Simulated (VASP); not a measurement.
Write the native input for VASP 6.6.1 that does the following.

```yaml
Task: relaxation of cell and atoms
Functional: PBEsol
Potentials_or_basis: VASP PAW PBE potentials, release 64 (K_sv, I)
Cutoff: 600 eV
k_mesh: 8 × 8 × 8
Occupations: fermi-dirac, width 0.1 eV
Spin: no spin polarisation
Dipole_correction: no
Further_INCAR_settings: ALGO = Normal; EDIFF = 1e-06; IBRION = 2; EDIFFG = -0.002; NSW = 100; ISIF = 3
```

The structure of KI lies in POSCAR:

```
KI
1.0
    0.0000000000      3.5327750000      3.5327750000
    3.5327750000      0.0000000000      3.5327750000
    3.5327750000      3.5327750000      0.0000000000
K I
1 1
Direct
    0.0000000000      0.0000000000      0.0000000000
    0.5000000000      0.5000000000      0.5000000000
```

The input as run:

INCAR

```
PREC = Accurate ; ENCUT = 600
EDIFF = 1E-6 ; ISMEAR = -1
SIGMA = 0.1 ; LREAL = False
LASPH = True ; NELM = 100
ALGO = Normal ; ISIF = 3
LWAVE = False ; LCHARG = False
GGA = PS ; IBRION = 2
NSW = 100 ; EDIFFG = -0.002
```

KPOINTS

```
regular mesh
0
Gamma
  8 8 8
```

Potentials or basis: VASP PAW PBE potentials, release 64 (K_sv, I).

Launch:

```bash
$ cat potpaw_PBE.64/K_sv/POTCAR potpaw_PBE.64/I/POTCAR > POTCAR
$ mpirun -np 1 vasp_std > vasp.out
```

Results of the run:

```
Relaxed volume                         : 43.16 Å³/atom
Relaxed cell                           : a = 4.961 Å, b = 4.961 Å, c = 4.961 Å, α = 60.00°, β = 60.00°, γ = 60.00°
Space group after relaxing (to 0.05 Å) : Fm-3m (No. 225)
Energy gained by relaxing              : 0.7 meV/atom
Ionic steps                            : 22
Pressure after relaxing                : 0.0 GPa
Band gap on the k mesh                 : 3.86 eV, direct
```

Caveat: the PAW data sets were made with another functional, which shifts forces and pressure a little; spin-orbit coupling is left out, which moves the levels of the heavy elements.

Wall time 4.3 min on 1 thread of Oxide Virtual Turin-like Processor, on a shared host, peak memory 0.23 GiB.
